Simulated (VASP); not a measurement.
# BAs (F-43m) in VASP: a series of runs

The runs below take BAs through vibrations by perturbation theory, density of states, with PBE.

Everything below comes from runs of VASP 6.6.1. Logs are shortened: lines on timing, memory, paths and dates and some standing lists are left out, and cuts for length are marked.

## (1) The cell of the first run

The structure is cubic, space group F-43m (No. 216). Conventional cell: a = 4.848 Å, b = 4.848 Å, c = 4.848 Å, α = 90.00°, β = 90.00°, γ = 90.00°. Within 2.8 Å of B (site symmetry -43m) lie 4 As at 2.10 Å. Within 2.8 Å of As (site symmetry -43m) lie 4 B at 2.10 Å.

## (2) Vibrations by perturbation theory, PBE

Input file INCAR:

```
  PREC = Accurate
  ENCUT = 520
  EDIFF = 1E-8
  ISMEAR = 0
  SIGMA = 0.01
  LREAL = F
  LASPH = T
  NELM = 60
  ALGO = Normal
  ISIF = 2
  LWAVE = F
  LCHARG = T
  GGA = PE
  NBANDS = 11
  IBRION = 8
  NSW = 1
  LEPSILON = T
```

Input file KPOINTS:

```
Automatic mesh
0
Gamma
  10 10 10
```

Input file POSCAR:

```
BAs
1.0
    0.0000000000      2.4238339483      2.4238339483
    2.4238339483      0.0000000000      2.4238339483
    2.4238339483      2.4238339483      0.0000000000
B As
1 1
Direct
    0.0000000000      0.0000000000      0.0000000000
    0.7500000000      0.7500000000      0.7500000000
```

Potentials or basis: VASP PAW PBE potentials, release 64 (B, As).

Run with:

```bash
$ cat potpaw_PBE.64/B/POTCAR potpaw_PBE.64/As/POTCAR > POTCAR
$ mpirun -np 1 vasp_std > vasp.out
```

OUTCAR:

```text
PREC = Accurate
   ENCUT = 520
   EDIFF = 1E-8
   ISMEAR = 0
   LREAL = F
   LASPH = T
   NELM = 60
   ISIF = 2
   GGA = PE
   IBRION = 8
   NSW = 1
   LEPSILON = T

 ion  position               nearest neighbor table
   1  0.000  0.000  0.000-   2 2.10   2 2.10   2 2.10   2 2.10
   2  0.750  0.750  0.750-   1 2.10   1 2.10   1 2.10   1 2.10

  LATTYP: Found a face centered cubic cell.
 ALAT       =     4.8476678966

  Lattice vectors:

 A1 = (   0.0000000000,   2.4238339483,   2.4238339483)
 A2 = (   2.4238339483,   0.0000000000,   2.4238339483)
 A3 = (   2.4238339483,   2.4238339483,   0.0000000000)

Analysis of symmetry for initial positions (statically):
=====================================================================
 Subroutine PRICEL returns:
 Original cell was already a primitive cell.

 Routine SETGRP: Setting up the symmetry group for a
 face centered cubic supercell.

 Subroutine GETGRP returns: Found 24 space group operations
 (whereof 24 operations were pure point group operations)
 out of a pool of 48 trial point group operations.

The static configuration has the point symmetry T_d .

Analysis of symmetry for dynamics (positions and initial velocities):
=====================================================================
 Subroutine PRICEL returns:
 Original cell was already a primitive cell.

 Routine SETGRP: Setting up the symmetry group for a
 face centered cubic supercell.

 Subroutine GETGRP returns: Found 24 space group operations
 (whereof 24 operations were pure point group operations)
 out of a pool of 48 trial point group operations.

The dynamic configuration has the point symmetry T_d .

 Subroutine INISYM returns: Found 24 space group operations
 (whereof 24 operations are pure point group operations),
 and found     1 'primitive' translations

----------------------------------------------------------------------------------------

                                     Primitive cell

  volume of cell :      28.4799

  direct lattice vectors                    reciprocal lattice vectors
     0.000000000  2.423833948  2.423833948    -0.206284758  0.206284758  0.206284758
     2.423833948  0.000000000  2.423833948     0.206284758 -0.206284758  0.206284758
     2.423833948  2.423833948  0.000000000     0.206284758  0.206284758 -0.206284758

  length of vectors
     3.427818843  3.427818843  3.427818843     0.357295682  0.357295682  0.357295682

  position of ions in fractional coordinates (direct lattice)
     0.000000000  0.000000000  0.000000000
     0.750000000  0.750000000  0.750000000

  ion indices of the primitive-cell ions
   primitive index   ion index
                 1           1
                 2           2

----------------------------------------------------------------------------------------

 KPOINTS: Automatic mesh

Automatic generation of k-mesh.
 Grid dimensions read from file:
 generate k-points for:   10   10   10

 Generating k-lattice:

  Cartesian coordinates                     Fractional coordinates (reciprocal lattice)
    -0.020628476  0.020628476  0.020628476     0.100000000  0.000000000  0.000000000
[... 485 lines left out ...]
  ---------------------------------------------------
  ---------------------------------------------------
  free energy    TOTEN  =        -0.77623434 eV

  energy without entropy =       -0.77623434

------------------------ aborting loop because EDIFF is reached ----------------------------------------

--------------------------------------- Ionic step        2  -------------------------------------------

------------------------ aborting loop because EDIFF is reached ----------------------------------------

--------------------------------------- Ionic step        3  -------------------------------------------

------------------------ aborting loop because EDIFF is reached ----------------------------------------

 PIEZOELECTRIC TENSOR FIELD DIRECTION 3  (e Angst)
 -----------------------------------------------------------------------------
    -0.00039 -0.06368  0.00000           ( -0.00000 -0.09947  0.00000)
    -0.06368 -0.00039  0.00000           ( -0.09947 -0.00000  0.00000)
     0.00000  0.00000 -0.00011           (  0.00000  0.00000 -0.00000)

 PIEZOELECTRIC TENSOR FIELD DIRECTION 3  (C/m^2)
 -----------------------------------------------------------------------------
    -0.00022 -0.03582  0.00000
    -0.03582 -0.00022  0.00000
     0.00000  0.00000 -0.00006

--------------------------------------- Ionic step        4  -------------------------------------------

------------------------ aborting loop because EDIFF is reached ----------------------------------------

[... ionic steps 5 to 6 ...]

--------------------------------------- Ionic step        7  -------------------------------------------

 Free energy of the ion-electron system (eV)
  ---------------------------------------------------
  ---------------------------------------------------
  free energy    TOTEN  =        -0.03687602 eV

  energy without entropy =       -0.03687602

------------------------ aborting loop because EDIFF is reached ----------------------------------------

 INTERNAL STRAIN TENSOR  FOR ION    2  DIRECTION 1   (eV/Angst):
 -----------------------------------------------------------------------------
    -0.00796  0.00000  0.00000
     0.00000  0.00624  5.42969
     0.00000  5.42969  0.00624

 MACROSCOPIC STATIC DIELECTRIC TENSOR (including local field effects in DFT)
 ------------------------------------------------------
          10.090914     0.000000     0.000000
          -0.000000    10.090914    -0.000000
          -0.000000    -0.000000    10.090914
 ------------------------------------------------------

 PIEZOELECTRIC TENSOR (including local field effects)  for field in x, y, z        (e  Angst)
          XX          YY          ZZ          XY          YZ          ZX
  --------------------------------------------------------------------------------
  x    -0.00000     0.00000     0.00000     0.00000    -0.05774     0.00000
  y    -0.00000     0.00000    -0.00000     0.00000     0.00000    -0.05774
  z     0.00000     0.00000     0.00000    -0.05774     0.00000     0.00000

 PIEZOELECTRIC TENSOR (including local field effects)  for field in x, y, z        (C/m^2)
          XX          YY          ZZ          XY          YZ          ZX
  --------------------------------------------------------------------------------
  x    -0.00000     0.00000     0.00000     0.00000    -0.03248     0.00000
  y    -0.00000     0.00000    -0.00000     0.00000     0.00000    -0.03248
  z     0.00000     0.00000     0.00000    -0.03248     0.00000     0.00000

 BORN EFFECTIVE CHARGES (including local field effects) (in |e|, cummulative output)
 ---------------------------------------------------------------------------------
 ion    1
    1    -0.39660     0.00000     0.00000
    2     0.00000    -0.39660    -0.00000
    3     0.00000    -0.00000    -0.39660
 ion    2
    1     0.39660     0.00000    -0.00000
    2     0.00000     0.39660     0.00000
    3    -0.00000     0.00000     0.39660

 INTERNAL STRAIN TENSOR FOR ION    2 for displacements in x,y,z  (eV/Angst):
          X           Y           Z          XY          YZ          ZX
  --------------------------------------------------------------------------------
  x     0.00000     0.00000     0.00000     0.00000     5.42969     0.00000
  y     0.00000     0.00000     0.00000     0.00000     0.00000     5.42969
  z     0.00000     0.00000     0.00000     5.42969     0.00000     0.00000

 SECOND DERIVATIVES (NOT SYMMETRIZED)
 ------------------------------------
               1X          1Y          1Z          2X          2Y          2Z
  1X   -15.407356    0.000000    0.000000   15.407356    0.000000    0.000000
  1Y     0.000000  -15.407356    0.000000    0.000000   15.407356    0.000000
  1Z     0.000000    0.000000  -15.407356    0.000000    0.000000   15.407356
  2X    15.402539    0.000000    0.000000  -15.402539    0.000000    0.000000
  2Y     0.000000   15.402539    0.000000    0.000000  -15.402539    0.000000
  2Z     0.000000    0.000000   15.402539    0.000000    0.000000  -15.402539

 Eigenvectors and eigenvalues of the dynamical matrix
 ----------------------------------------------------

   1 f  =   19.963773 THz   125.436083 2PiTHz  665.919775 cm-1    82.563492 meV
             X         Y         Z           dx          dy          dz
      0.000000  0.000000  0.000000     0.934844   -0.000000    0.000000
      3.635751  3.635751  3.635751    -0.355058    0.000000    0.000000
[... 21 lines left out ...]
   6 f/i=    0.001036 THz     0.006509 2PiTHz    0.034555 cm-1     0.004284 meV
             X         Y         Z           dx          dy          dz
      0.000000  0.000000  0.000000    -0.002932    0.120807   -0.333861
      3.635751  3.635751  3.635751    -0.007718    0.318076   -0.879035

--------------------------------------------------------------------------------------------------------

 MACROSCOPIC STATIC DIELECTRIC TENSOR IONIC CONTRIBUTION
 ------------------------------------------------------
           0.064875    -0.000000    -0.000000
          -0.000000     0.064875     0.000000
          -0.000000     0.000000     0.064875
 ------------------------------------------------------

 ELASTIC MODULI CONTR FROM IONIC RELAXATION (kBar)
 Direction    XX          YY          ZZ          XY          YZ          ZX
 --------------------------------------------------------------------------------
 XX          -0.0000     -0.0000     -0.0000     -0.0000     -0.0000     -0.0000
 YY          -0.0000     -0.0000     -0.0000     -0.0000     -0.0000      0.0000
 ZZ          -0.0000     -0.0000     -0.0000     -0.0000     -0.0000     -0.0000
 XY          -0.0000     -0.0000     -0.0000   -114.6682      0.0000      0.0000
 YZ          -0.0000     -0.0000     -0.0000      0.0000   -114.6682      0.0000
 ZX          -0.0000      0.0000     -0.0000      0.0000      0.0000   -114.6682
 --------------------------------------------------------------------------------

 PIEZOELECTRIC TENSOR IONIC CONTR  for field in x, y, z        (C/m^2)
          XX          YY          ZZ          XY          YZ          ZX
  --------------------------------------------------------------------------------
  x     0.00000     0.00000     0.00000    -0.00000     0.08116     0.00000
  y     0.00000    -0.00000     0.00000     0.00000     0.00000     0.08116
  z     0.00000     0.00000     0.00000     0.08116    -0.00000     0.00000
```

Wall time 7.1 min (1 thread of AMD EPYC 7R43 (Zen 3), shared host); peak memory 0.25 GiB.

Results:

* Electronic dielectric tensor (diagonal): 10.09
* Born charges (mean of the diagonal): B -0.40; As +0.40 e
* Highest phonon frequency at Γ, LO-TO splitting left out: 666 cm⁻¹

Phonon frequencies in cm⁻¹ (negative: imaginary):
| q point | frequencies |
| --- | --- |
| (0.000, 0.000, 0.000) | 0 0 0 666 666 666 |

Electronic dielectric tensor:
```
10.09  0.00  0.00
 0.00 10.09  0.00
 0.00  0.00 10.09
```

Born effective charge tensors (e):
atom 1, B
```
-0.40  0.00  0.00
 0.00 -0.40  0.00
 0.00  0.00 -0.40
```
atom 2, As
```
0.40 0.00 0.00
0.00 0.40 0.00
0.00 0.00 0.40
```

Caveat: the cell wasn't relaxed at this level first, which shifts response properties.

## (3) Vibrations by perturbation theory, PBE

This run uses another cell than the first one, of 12.06 Å³/atom, 0.847 times its volume.

Input file INCAR:

```
ALGO = Normal
EDIFF = 1E-8
ENCUT = 520
GGA = PE
IBRION = 8
ISIF = 2
ISMEAR = 0
LASPH = True
LCHARG = False
LEPSILON = True
LREAL = False
LWAVE = False
NBANDS = 11
NELM = 100
NSW = 1
PREC = Accurate
SIGMA = 0.01
```

Input file KPOINTS:

```
k-points
0
Gamma
  10 10 10
```

Input file POSCAR:

```
BAs
1.0
    0.0000000000      2.2932187275      2.2932187275
    2.2932187275      0.0000000000      2.2932187275
    2.2932187275      2.2932187275      0.0000000000
B As
1 1
Direct
    0.0000000000      0.0000000000      0.0000000000
    0.7500000000      0.7500000000      0.7500000000
```

Potentials or basis: VASP PAW PBE potentials, release 64 (B, As).

Run with:

```bash
$ cat potpaw_PBE.64/B/POTCAR potpaw_PBE.64/As/POTCAR > POTCAR
$ mpirun -np 1 vasp_std > vasp.out
```

OUTCAR:

```text
EDIFF = 1E-8
   ENCUT = 520
   GGA = PE
   IBRION = 8
   ISIF = 2
   ISMEAR = 0
   LASPH = True
   LEPSILON = True
   LREAL = False
   NELM = 100
   NSW = 1
   PREC = Accurate

 ion  position               nearest neighbor table
   1  0.000  0.000  0.000-   2 1.99   2 1.99   2 1.99   2 1.99
   2  0.750  0.750  0.750-   1 1.99   1 1.99   1 1.99   1 1.99

  LATTYP: Found a face centered cubic cell.
 ALAT       =     4.5864374550

[... 663 lines left out ...]
      3.439828  3.439828  3.439828     0.000000   -0.355058    0.000000
[... 21 lines left out ...]
   6 f/i=    0.001221 THz     0.007669 2PiTHz    0.040716 cm-1     0.005048 meV
             X         Y         Z           dx          dy          dz
      0.000000  0.000000  0.000000     0.000000    0.000000   -0.355058
      3.439828  3.439828  3.439828     0.000000    0.000000   -0.934844

--------------------------------------------------------------------------------------------------------

 MACROSCOPIC STATIC DIELECTRIC TENSOR IONIC CONTRIBUTION
 ------------------------------------------------------
           0.278284     0.000000     0.000000
           0.000000     0.278284     0.000000
           0.000000     0.000000     0.278284
 ------------------------------------------------------

 ELASTIC MODULI CONTR FROM IONIC RELAXATION (kBar)
 Direction    XX          YY          ZZ          XY          YZ          ZX
 --------------------------------------------------------------------------------
 XX          -0.0000      0.0000      0.0000      0.0000     -0.0000      0.0000
 YY           0.0000     -0.0000      0.0000      0.0000      0.0000     -0.0000
 ZZ           0.0000      0.0000     -0.0000     -0.0000      0.0000      0.0000
 XY           0.0000      0.0000     -0.0000   -545.5637      0.0000      0.0000
 YZ          -0.0000      0.0000      0.0000      0.0000   -545.5637      0.0000
 ZX           0.0000     -0.0000      0.0000      0.0000      0.0000   -545.5637
 --------------------------------------------------------------------------------

 PIEZOELECTRIC TENSOR IONIC CONTR  for field in x, y, z        (C/m^2)
          XX          YY          ZZ          XY          YZ          ZX
  --------------------------------------------------------------------------------
  x     0.00000     0.00000     0.00000     0.00000     0.36664     0.00000
  y     0.00000     0.00000    -0.00000    -0.00000     0.00000     0.36664
  z     0.00000     0.00000     0.00000     0.36664     0.00000     0.00000
```

OSZICAR:

```text
N       E                     dE             d eps       ncg     rms          rms(c)
DAV:   1     0.115688932032E+02    0.11569E+02   -0.39568E+03  1034   0.659E+02
DAV:   2    -0.114162196752E+02   -0.22985E+02   -0.22053E+02  1367   0.107E+02
[... 139 lines left out ...]
RMM:   4    -0.359406974114E-01   -0.10849E-03   -0.25471E-04  6211   0.319E-02    0.349E-03
RMM:   5    -0.359103716762E-01    0.30326E-04   -0.36361E-05  6640   0.265E-03    0.857E-04
RMM:   6    -0.359019602238E-01    0.84115E-05   -0.44781E-06  6532   0.863E-04    0.206E-04
RMM:   7    -0.359013702037E-01    0.59002E-06   -0.47065E-07  6783   0.123E-04    0.571E-05
RMM:   8    -0.359013033410E-01    0.66863E-07   -0.36137E-08  6790   0.348E-05    0.564E-06
RMM:   9    -0.359013387985E-01   -0.35458E-07   -0.90313E-08  6868   0.963E-06    0.133E-06
RMM:  10    -0.359013364691E-01    0.23295E-08   -0.17717E-08  6215   0.180E-06    0.628E-07
 Linear response finished
```

Wall time 94 s (1 thread of Intel Xeon 6975P-C (Granite Rapids), shared host); peak memory 0.24 GiB.

Results:

```yaml
Electronic_dielectric_tensor_diagonal: 9.47
Born_charges_mean_of_the_diagonal: B -0.89; As +0.89 e
Highest_phonon_frequency_at_Γ_LO-TO_splitting_left_out: 786 cm⁻¹
```

Phonon frequencies in cm⁻¹ (negative: imaginary):
```tsv
q point	frequencies
(0.000, 0.000, 0.000)	0 0 0 786 786 786
```

Electronic dielectric tensor:
```
9.47 0.00 0.00
0.00 9.47 0.00
0.00 0.00 9.47
```

Born effective charge tensors (e):
atom 1, B
```
-0.89  0.00  0.00
 0.00 -0.89  0.00
 0.00  0.00 -0.89
```
atom 2, As
```
0.89 0.00 0.00
0.00 0.89 0.00
0.00 0.00 0.89
```

Caveat: the cell wasn't relaxed at this level first, which shifts response properties.

(Part 1 of 2 ends here.)
